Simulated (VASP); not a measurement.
Here is a VASP 6.6.1 calculation.

Contents of INCAR:

```
ALGO = Normal
EDIFF = 1E-6
EDIFFG = -0.05
ENCUT = 600
GGA = PE
IBRION = 2
ISIF = 3
ISMEAR = 0
LASPH = True
LCHARG = False
LREAL = False
LWAVE = False
NELM = 80
NSW = 100
PREC = Accurate
SIGMA = 0.1
```

The input KPOINTS:

```
k-points
0
Gamma
  8 8 8
```

File POSCAR:

```
Au
1.0
    0.0000000000      2.0350000000      2.0350000000
    2.0350000000      0.0000000000      2.0350000000
    2.0350000000      2.0350000000      0.0000000000
Au
1
Direct
    0.0000000000      0.0000000000      0.0000000000
```

Potentials or basis: VASP PAW PBE potentials, release 64 (Au).

The run is started by

```sh
$ cat potpaw_PBE.64/Au/POTCAR > POTCAR
$ mpirun -np 1 vasp_std > vasp.out
```

Task: What does it give for the relaxed cell?

Result: a = 2.946 Å, b = 2.946 Å, c = 2.946 Å, α = 60.00°, β = 60.00°, γ = 60.00°.

Task: Estimate the space group after relaxing (to 0.1 Å).

Result: Fm-3m (No. 225).

Task: Estimate the relaxed volume.

Result: 18.07 Å³/atom.

The path:
```csv
step,energy change (eV),largest force (eV/Å),pressure (GPa),volume (Å³)
1,0.0000,0.0000,11.60,16.85
2,0.0342,0.0000,-10.58,20.01
3,-0.0396,0.0000,-0.23,18.07
```

 PBE usually gives volumes a little too large and moduli too small.
